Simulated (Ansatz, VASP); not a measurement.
## Two plane-wave programs on Al

INCAR

```
SYSTEM = Al
PREC = Accurate
ENCUT = 520
EDIFF = 1E-6
ISMEAR = 0
SIGMA = 0.05
LREAL = .FALSE.
LASPH = .TRUE.
NELM = 80
ALGO = Normal
ISIF = 2
LWAVE = .FALSE.
LCHARG = .FALSE.
GGA = PE
NBANDS = 8
```

The input KPOINTS:

```
Automatic mesh
0
G
  18 18 18
  0 0 0
```

File POSCAR:

```
Al
1.0
    0.0000000000      2.0210630921      2.0210630921
    2.0210630921      0.0000000000      2.0210630921
    2.0210630921      2.0210630921      0.0000000000
Al
1
Direct
    0.0000000000      0.0000000000      0.0000000000
```

Input for Ansatz:

```yaml
crystal:
  lattice:
    - [0.0, 2.0210742824, 2.0210742824]
    - [2.0210742824, 0.0, 2.0210742824]
    - [2.0210742824, 2.0210742824, 0.0]
  atoms:
    - { symbol: Al, position: [0.0, 0.0, 0.0] }
basis:
  ecutwfc: 420
  ecutrho_ratio: 4
kpoints:
  mp_grid: { grid: [18, 18, 18] }
  band_path:
    path:
      - [[0.0, 0.0, 0.0], [0.5, 0.0, 0.5], [0.625, 0.25, 0.625]]
      - [[0.375, 0.375, 0.75], [0.0, 0.0, 0.0], [0.5, 0.5, 0.5], [0.5, 0.25, 0.75], [0.5, 0.0, 0.5]]
    npoints: 14
hamiltonian:
  xc: pbe
scf:
  occupations: { method: gaussian, width: 0.05 }
output:
  forces: true
  stress: true
  eigenvalues: true
  populations: true
  dos: { projected: true, de: 0.02, nscf_kmesh: { grid: [27, 27, 27] } }
  bader: true
```

Alike in both runs: task single point; functional PBE; k mesh 18 × 18 × 18; occupations gaussian, width 0.05 eV; no spin polarisation.

|  | VASP | Ansatz |
| --- | --- | --- |
| version | VASP 6.6.1 | Ansatz 0.2.0 |
| potentials or method | VASP PAW PBE potentials, release 64 (Al), cutoff 520 eV | scalar-relativistic, plane waves, PAW |
| valence electrons in the cell | 3 | 3 |

```tsv
	VASP	Ansatz	Ansatz less VASP
pressure (GPa)	0.0	0.0	+0.04
```
